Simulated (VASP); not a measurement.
# K15MgBr16 (a cell with a defect) in VASP: single point with PBE

Aim: the single point of K15MgBr16 (a cell with a defect) with PBE.

All numbers are computed with VASP 6.6.1; they aren't measurements. Logs are shortened: lines on timing, memory, paths and dates and some standing lists are left out, and cuts for length are marked.

### Step 1. The cell of the first run

The cell holds a defect, 32 atoms: a = 11.437 Å, b = 11.437 Å, c = 11.437 Å, α = 60.00°, β = 60.00°, γ = 60.00°.

### Step 2. Single point, PBE

Contents of INCAR:

```
SYSTEM = K15MgBr16
PREC = Accurate
ENCUT = 520
EDIFF = 1E-7
ISMEAR = -1
SIGMA = 0.01
LREAL = Auto
LASPH = .True.
NELM = 100
ALGO = Normal
ISIF = 2
LWAVE = .False.
LCHARG = .True.
GGA = PE
LELF = .True.
LVHAR = .True.
NBANDS = 146
NELECT = 248.0
```

Contents of KPOINTS:

```
regular mesh
0
Gamma
  2 2 2
  0 0 0
```

Contents of POSCAR:

```
K15MgBr16
1.0
    0.0000000000      8.0869980000      8.0869980000
    8.0869980000      0.0000000000      8.0869980000
    8.0869980000      8.0869980000      0.0000000000
Mg K Br
1 15 16
Direct
    0.0000000000      0.0000000000      0.0000000000
    0.5000000000      0.0000000000      0.0000000000
    0.0000000000      0.5000000000      0.0000000000
    0.0000000000      0.0000000000      0.5000000000
    0.2500000000      0.2500000000      0.2500000000
    0.5000000000      0.5000000000      0.0000000000
    0.5000000000      0.0000000000      0.5000000000
    0.7495412900      0.2504587100      0.2504587100
    0.0000000000      0.5000000000      0.5000000000
    0.2504587100      0.7495412900      0.2504587100
    0.2504587100      0.2504587100      0.7495412900
    0.5000000000      0.5000000000      0.5000000000
    0.7495412900      0.7495412900      0.2504587100
    0.7495412900      0.2504587100      0.7495412900
    0.2504587100      0.7495412900      0.7495412900
    0.7500000000      0.7500000000      0.7500000000
    0.1133456762      0.1133456762      0.1133456762
    0.6599629713      0.1133456762      0.1133456762
    0.1133456762      0.6599629713      0.1133456762
    0.1133456762      0.1133456762      0.6599629713
    0.3712790790      0.3712790790      0.3712790790
    0.6287209210      0.6287209210      0.1138372371
    0.6287209210      0.1138372371      0.6287209210
    0.8861627629      0.3712790790      0.3712790790
    0.1138372371      0.6287209210      0.6287209210
    0.3712790790      0.8861627629      0.3712790790
    0.3712790790      0.3712790790      0.8861627629
    0.6287209210      0.6287209210      0.6287209210
    0.8866543238      0.8866543238      0.3400370287
    0.8866543238      0.3400370287      0.8866543238
    0.3400370287      0.8866543238      0.8866543238
    0.8866543238      0.8866543238      0.8866543238
```

Potentials or basis: VASP PAW PBE potentials, release 64 (Mg, K_sv, Br).

Command:

```sh
$ cat potpaw_PBE.64/Mg/POTCAR potpaw_PBE.64/K_sv/POTCAR potpaw_PBE.64/Br/POTCAR > POTCAR
$ mpirun -np 1 vasp_std > vasp.out
```

OUTCAR:

```text
SYSTEM = K15MgBr16
   PREC = Accurate
   ENCUT = 520
   EDIFF = 1E-7
   ISMEAR = -1
   LREAL = Auto
   LASPH = .True.
   NELM = 100
   ISIF = 2
   GGA = PE
   NELECT = 248.0

 ion  position               nearest neighbor table
   1  0.000  0.000  0.000-  17 3.18  32 3.18  19 3.18  20 3.18  29 3.18  30 3.18  31 3.18  18 3.18

   2  0.500  0.000  0.000-
   3  0.000  0.500  0.000-
   4  0.000  0.000  0.500-
   5  0.250  0.250  0.250-
   6  0.500  0.500  0.000-
   7  0.500  0.000  0.500-
   8  0.750  0.250  0.250-
   9  0.000  0.500  0.500-
  10  0.250  0.750  0.250-
  11  0.250  0.250  0.750-
  12  0.500  0.500  0.500-
  13  0.750  0.750  0.250-
  14  0.750  0.250  0.750-
  15  0.250  0.750  0.750-
  16  0.750  0.750  0.750-
  17  0.113  0.113  0.113-   1 3.18
  18  0.660  0.113  0.113-   1 3.18
  19  0.113  0.660  0.113-   1 3.18
  20  0.113  0.113  0.660-   1 3.18
  21  0.371  0.371  0.371-
  22  0.629  0.629  0.114-
  23  0.629  0.114  0.629-
  24  0.886  0.371  0.371-
  25  0.114  0.629  0.629-
  26  0.371  0.886  0.371-
  27  0.371  0.371  0.886-
  28  0.629  0.629  0.629-
  29  0.887  0.887  0.340-   1 3.18
  30  0.887  0.340  0.887-   1 3.18
  31  0.340  0.887  0.887-   1 3.18
  32  0.887  0.887  0.887-   1 3.18

  LATTYP: Found a face centered cubic cell.
 ALAT       =    16.1739960000

  Lattice vectors:

 A1 = (   0.0000000000,   8.0869980000,   8.0869980000)
 A2 = (   8.0869980000,   0.0000000000,   8.0869980000)
 A3 = (   8.0869980000,   8.0869980000,   0.0000000000)

Analysis of symmetry for initial positions (statically):
=====================================================================
 Subroutine PRICEL returns:
 Original cell was already a primitive cell.

 Routine SETGRP: Setting up the symmetry group for a
 face centered cubic supercell.

 Subroutine GETGRP returns: Found 48 space group operations
 (whereof 48 operations were pure point group operations)
 out of a pool of 48 trial point group operations.

The static configuration has the point symmetry O_h .

[... 140 lines left out ...]
 SYSTEM =  K15MgBr16
   PREC   = accura    normal or accurate (medium, high low for compatibility)
   ISTART =      0    job   : 0-new  1-cont  2-samecut
   ICHARG =      2    charge: 1-file 2-atom 10-const
   ISPIN  =      1    spin polarized calculation?
   LNONCOLLINEAR =      F non collinear calculations
   LSORBIT =      F    spin-orbit coupling
   LASPH  =      T    aspherical Exc in radial PAW
   ENCUT  =  520.0 eV  38.22 Ry    6.18 a.u.  21.26 21.26 21.26*2*pi/ulx,y,z
   NELM   =    100;   NELMIN=  2; NELMDL= -5     # of ELM steps
   EDIFF  = 0.1E-06   stopping-criterion for ELM
   LREAL  =      T    real-space projection
   EDIFFG = 0.1E-05   stopping-criterion for IOM
   NSW    =      0    number of steps for IOM
   IBRION =     -1    ionic relax: 0-MD 1-quasi-New 2-CG
   NFREE  =      0    steps in history (QN), initial steepest desc. (CG)
   ISIF   =      2    stress and relaxation
   ISYM   =      2    0-nonsym 1-usesym 2-fastsym
   POTIM  = 0.5000    time-step for ionic-motion
   TEBEG  =    0.0;   TEEND  =   0.0 temperature during run
   PSTRESS=    0.0 pullay stress
   NELECT =     248.0000    total number of electrons
   NUPDOWN=      -1.0000    fix difference up-down
   EMIN   =  10.00;   EMAX   =-10.00  energy-range for DOS
   EFERMI =   0.00;   METHOD = LEGACY
   ISMEAR =    -1;   SIGMA  =   0.01  broadening in eV -4-tet -1-fermi 0-gaus
   EFERMI_NEDOS =   21; number of points for ismear=-14 and -15
   IALGO  =     38    algorithm
   IMIX   =      4    mixing-type and parameters
     AMIX     =   0.40;   BMIX     =  1.00
     AMIX_MAG =   1.60;   BMIX_MAG =  1.00
  volume/ion in A,a.u.               =      33.06       223.07
  Fermi-wavevector in a.u.,A,eV,Ry     =   1.009473  1.907627 13.864824  1.019036
  Thomas-Fermi vector in A             =   2.142403
   LORBIT       =      0    0 simple, 1 ext, 2 COOP (PROOUT), +10 PAW based schemes
   GGA     = PE    functional components
[... 5 lines left out ...]
 non-spin polarized calculation
  energy-cutoff  :      520.00
  volume of cell :     1057.77
 maximum number of plane-waves:     28571
 NGX is ok and might be reduce to    90
   NGX = 43   NGY = 43   NGZ = 43

 number of electron     248.0000004 magnetization

 Free energy of the ion-electron system (eV)
  ---------------------------------------------------
  ext. energy  EPLUGINS =         0.00000000
  ---------------------------------------------------
  free energy    TOTEN  =       -96.70726035 eV

  energy without entropy =      -96.70726035  energy(sigma->0) =      -96.70726035

 E-fermi :  -0.3747     XC(G=0):  -7.7672

 val. band max:       -0.6292119899   @ k =   0.0000   0.0000   0.0000
 cond. band min:       2.1284263751   @ k =   0.0000   0.0000   0.0000
 fundamental gap:      2.7576383651
 Fermi energy:        -0.3747451899

 k-point     1 :       0.0000    0.0000    0.0000
  band No.  band energies     occupation
      1     -29.6814      2.00000
      2     -29.5841      2.00000
      3     -29.5837      2.00000
      4     -29.4024      2.00000
      5     -29.4022      2.00000
      6     -29.4022      2.00000
[... 406 lines left out ...]
    135       5.3080      0.00000
    136       5.3734      0.00000
 [bands above 136 left out]

------------------------ aborting loop because EDIFF is reached ----------------------------------------

  FORCE on cell =-STRESS in cart. coord.  units (eV):
  Direction    XX          YY          ZZ          XY          YZ          ZX
  --------------------------------------------------------------------------------------
  -------------------------------------------------------------------------------------
  Total       -7.6951489     -7.6951489     -7.6951489      0.0000000     -0.0000000     -0.0000000
  in kB      -11.6556261    -11.6556261    -11.6556261      0.0000000     -0.0000000     -0.0000000
  external PRESSURE =     -11.6556261 kB  Pullay stress =       0.0000000 kB

 VOLUME and BASIS-vectors are now :
 -----------------------------------------------------------------------------
  energy-cutoff  :      520.00
  volume of cell :     1057.77
      direct lattice vectors                 reciprocal lattice vectors
     0.000000000  8.086998000  8.086998000    -0.061827640  0.061827640  0.061827640
     8.086998000  0.000000000  8.086998000     0.061827640 -0.061827640  0.061827640
     8.086998000  8.086998000  0.000000000     0.061827640  0.061827640 -0.061827640

 POSITION                                       TOTAL-FORCE (eV/Angst)
 -----------------------------------------------------------------------------------
      0.00000      0.00000      0.00000         0.000000      0.000000      0.000000
      0.00000      4.04350      4.04350         0.000000      0.000000      0.000000
      4.04350      0.00000      4.04350         0.000000      0.000000     -0.000000
      4.04350      4.04350      0.00000         0.000000      0.000000     -0.000000
      4.04350      4.04350      4.04350         0.000000      0.000000     -0.000000
      4.04350      4.04350      8.08700         0.000000      0.000000     -0.000000
[... 24 lines left out ...]
     14.34074      9.92025      9.92025         0.005533     -0.005533     -0.005533
     14.34074     14.34074     14.34074         0.005533      0.005533      0.005533
 -----------------------------------------------------------------------------------
    total drift:                               -0.000000     -0.000000      0.000000

  FREE ENERGIE OF THE ION-ELECTRON SYSTEM (eV)
  ---------------------------------------------------
  free  energy   TOTEN  =       -96.7072603541 eV

  energy  without entropy=      -96.7072603541  energy(sigma->0) =      -96.70726035
```

It took 28 min on 1 thread of Intel Xeon Platinum 8259CL at 2.50GHz (Skylake/Cascade Lake), shared host; peak memory 1.4 GiB.

What came out:

| Item | Value |
| --- | --- |
| Free energy | -96.7073 eV |
| Largest force | 0.013 eV/Å |

Forces on the atoms (eV/Å):
```
Mg   0.000  0.000  0.000
K    0.000  0.000  0.000
K    0.000  0.000  0.000
K    0.000  0.000  0.000
K    0.000  0.000  0.000
K    0.000  0.000  0.000
K    0.000  0.000  0.000
K   -0.013  0.000  0.000
K    0.000  0.000  0.000
K    0.000 -0.013  0.000
K    0.000  0.000 -0.013
K    0.000  0.000  0.000
K    0.000  0.000  0.013
K    0.000  0.013  0.000
K    0.013  0.000  0.000
K    0.000  0.000  0.000
Br  -0.006 -0.006 -0.006
Br  -0.006  0.006  0.006
Br   0.006 -0.006  0.006
Br   0.006  0.006 -0.006
Br   0.006  0.006  0.006
Br   0.006  0.006 -0.006
Br   0.006 -0.006  0.006
Br   0.006 -0.006 -0.006
Br  -0.006  0.006  0.006
Br  -0.006  0.006 -0.006
Br  -0.006 -0.006  0.006
Br  -0.006 -0.006 -0.006
Br  -0.006 -0.006  0.006
Br  -0.006  0.006 -0.006
Br   0.006 -0.006 -0.006
Br   0.006  0.006  0.006
```

Caveat: the cell carries a net charge on a neutralising background, which shifts energy and pressure; the cell is charged against a uniform background, so pressure and absolute levels hang on convention.
